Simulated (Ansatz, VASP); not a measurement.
**LaNiI: VASP beside Ansatz**

```
La Ni I
1.0
     5.26231    0.00000    0.00000
    -2.63115    4.55729    0.00000
     0.00000    0.00000    3.70455
La Ni I
1 1 1
Direct
  0.00000 0.00000 0.50000
  0.33333 0.66667 0.00000
  0.66667 0.33333 0.50000
```

Alike in both runs: functional PBE; k mesh 12 × 12 × 12; occupations gaussian, width 0.1 eV; collinear spin.

Ansatz relaxed the structure, and its values are those at the end. VASP's run is a single point on that final structure, the one shown.

|  | VASP | Ansatz |
| --- | --- | --- |
| version | VASP 6.6.1 | Ansatz 0.2.0 |
| potentials or method | VASP PAW PBE potentials, release 64 (La, Ni, I), cutoff 520 eV | scalar-relativistic, plane waves, PAW |
| valence electrons in the cell | 28 | 46 |

VASP gave:

| Property | Result |
| --- | --- |
| gap on the k mesh at the Fermi level (eV) | none |
| pressure (GPa) | -0.1 |
| net moment per atom (μB) | 0.07 |
| size of the moment on the site where the two differ most (μB) | 0.33 |

**Question.** Estimate Ansatz's values.

**Answer.** gap on the k mesh at the Fermi level (eV): none; pressure (GPa): 0.0; net moment per atom (μB): 0.07; size of the moment on the site where the two differ most (μB): 0.34.

Site moments also hang on the region over which each program counts them. A gap of «none» marks a metal or a gap that the smearing closes. VASP's potentials hold 28 valence electrons a cell and Ansatz's 46, so a difference there can come from the potentials and not from the codes.

Neither program's run includes spin-orbit coupling.
